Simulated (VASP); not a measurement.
Set up this calculation in VASP 6.6.1, as the native input.

```
Task                   : relaxation of cell and atoms
Functional             : PBE
Potentials or basis    : VASP PAW PBE potentials, release 64 (Ta_pv, Ge_d, Ru_pv)
Cutoff                 : 500 eV
k mesh                 : 10 × 10 × 6
Occupations            : gaussian, width 0.1 eV
Spin                   : no spin polarisation
Dipole correction      : no
Further INCAR settings : ALGO = Normal; EDIFF = 1e-07; IBRION = 2; EDIFFG = -0.01; NSW = 100; ISIF = 3
```

The structure of TaGe3Ru lies in POSCAR:

```
TaGe3Ru
1.0
    3.6969446883      0.0000000000      0.0000000000
    0.0000000000      3.6969446883      0.0000000000
    0.0000000000      0.0000000000      6.8351739821
Ta Ge Ru
1 3 1
Direct
    0.5000000000      0.5000000000      0.5292580810
    0.5000000000      0.0000000000      0.2266756204
    0.0000000000      0.5000000000      0.2266756204
    0.0000000000      0.0000000000      0.6345678971
    0.0000000000      0.0000000000      0.9910227711
```

The cell was generated, and may not be a known phase.

These files were run (other wordings do the same):

INCAR

```
  ALGO = Normal
  EDIFF = 1E-7
  EDIFFG = -0.01
  ENCUT = 500
  GGA = PE
  GGA_COMPAT = False
  IBRION = 2
  ISIF = 3
  ISMEAR = 0
  LASPH = True
  LCHARG = False
  LREAL = False
  LWAVE = False
  NELM = 120
  NELMIN = 4
  NSW = 100
  PREC = Accurate
  SIGMA = 0.1
```

KPOINTS

```
k-points
0
Gamma
  10 10 6
```

Potentials or basis: VASP PAW PBE potentials, release 64 (Ta_pv, Ge_d, Ru_pv).

The run is started by

```sh
$ cat potpaw_PBE.64/Ta_pv/POTCAR potpaw_PBE.64/Ge_d/POTCAR potpaw_PBE.64/Ru_pv/POTCAR > POTCAR
$ mpirun -np 1 vasp_std > vasp.out
```

It gave:

```
Relaxed volume                        : 18.72 Å³/atom
Relaxed cell                          : a = 3.683 Å, b = 3.683 Å, c = 6.901 Å, α = 90.00°, β = 90.00°, γ = 90.00°
Space group after relaxing (to 0.1 Å) : P4mm (No. 99)
Energy gained by relaxing             : 0.7 meV/atom
Ionic steps                           : 9
Pressure after relaxing               : 0.0 GPa
Largest force after relaxing          : 0.007 eV/Å
Band gap on the k mesh                : zero (an odd number of electrons rules out a gap without spin polarisation)
```

Caveat: spin-orbit coupling is left out, which moves the levels of the heavy elements; an odd number of electrons without spin polarisation forces a metal; a magnetic or distorted state may lie lower.

It took 42 min on 1 thread of Oxide Virtual Turin-like Processor, on a shared host, peak memory 0.37 GiB.
